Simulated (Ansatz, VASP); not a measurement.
**One calculation of Sb, two programs**

File POSCAR:

```
Sb
1.0
    2.1706020527      1.2531976795      3.8710910875
   -2.1706020527      1.2531976795      3.8710910875
    0.0000000000     -2.5063953589      3.8710910875
Sb
2
Direct
    0.2313018333      0.2313018333      0.2313018333
    0.7686981667      0.7686981667      0.7686981667
```

INCAR.step1

```
PREC     = Accurate       # precision mode
ENCUT    = 520            # plane-wave cutoff, eV
ISMEAR   = 1              # smearing method
SIGMA    = 0.1            # smearing width, eV
LREAL    = F              # projectors in reciprocal space
LASPH    = T              # aspherical terms in the spheres
NELM     = 80             # most SCF steps
NBANDS   = 12             # bands
GGA      = PE             # functional
ALGO     = Normal         # electronic algorithm
EDIFF    = 1E-4           # SCF threshold, eV
LWAVE    = T              # write WAVECAR
LCHARG   = F              # write CHGCAR
```

INCAR.step2

```
PREC     = Accurate       # precision mode
ENCUT    = 520            # plane-wave cutoff, eV
EDIFF    = 1E-6           # SCF threshold, eV
ISMEAR   = 1              # smearing method
SIGMA    = 0.1            # smearing width, eV
LREAL    = F              # projectors in reciprocal space
LASPH    = T              # aspherical terms in the spheres
NELM     = 80             # most SCF steps
ALGO     = Normal         # electronic algorithm
ISIF     = 2              # what is computed and relaxed
LWAVE    = F              # write WAVECAR
LCHARG   = T              # write CHGCAR
METAGGA  = R2SCAN         # meta-GGA
LMIXTAU  = T            
LELF     = T              # ELF
LVHAR    = T            
NBANDS   = 12             # bands
ISTART   = 1
```

Contents of KPOINTS:

```
Automatic mesh
0
Gamma
  9 9 9
```

Input for Ansatz:

```yaml
crystal:
  lattice:
    - [2.1706020527, 1.2531976795, 3.8710910875]
    - [-2.1706020527, 1.2531976795, 3.8710910875]
    - [0.0, -2.5063953589, 3.8710910875]
  atoms:
    - { symbol: Sb, position: [0.2313018333, 0.2313018333, 0.2313018333] }
    - { symbol: Sb, position: [0.7686981667, 0.7686981667, 0.7686981667] }
hamiltonian:
  xc: r2scan
  pseudopotentials:
    kind: paw
    azcp:
      Sb: "pseudopotentials/Sb.paw.azcp"
basis:
  ecutwfc: 500
  fft_grid_basis: typed
kpoints:
  mp_grid: { grid: [9, 9, 9], shift: [0, 0, 0] }
magnetization:
  spin_polarized: false
scf:
  occupations: { method: methfessel_paxton, width: 0.1 }
  lower_state_search: "off"
output:
  stress: true
```

Alike in both runs: task single point; functional r2SCAN; k mesh 9 × 9 × 9; occupations methfessel-paxton of order 1, width 0.1 eV; no spin polarisation.

|  | VASP | Ansatz |
| --- | --- | --- |
| version | VASP 6.6.1 | Ansatz 0.2.0 |
| potentials or method | VASP PAW PBE potentials, release 64 (Sb), cutoff 520 eV | plane waves (500 eV) with PAW, scalar-relativistic |
| valence electrons in the cell | 10 | 30 |

Ansatz gave:

| Quantity | Value |
| --- | --- |
| pressure (GPa) | 0.0 |
| traceless stress, the component that is largest in VASP (GPa) | -0.05 |

Question: What did VASP give for the same quantities?

Answer: Pressure (GPa): 0.1; traceless stress, the component that is largest in VASP (GPa): -0.10.

VASP's potentials were made for PBE, not for r2SCAN. VASP's potentials hold 10 valence electrons a cell and Ansatz's 30, so a difference there can come from the potentials and not from the codes.

Neither program's run includes spin-orbit coupling.
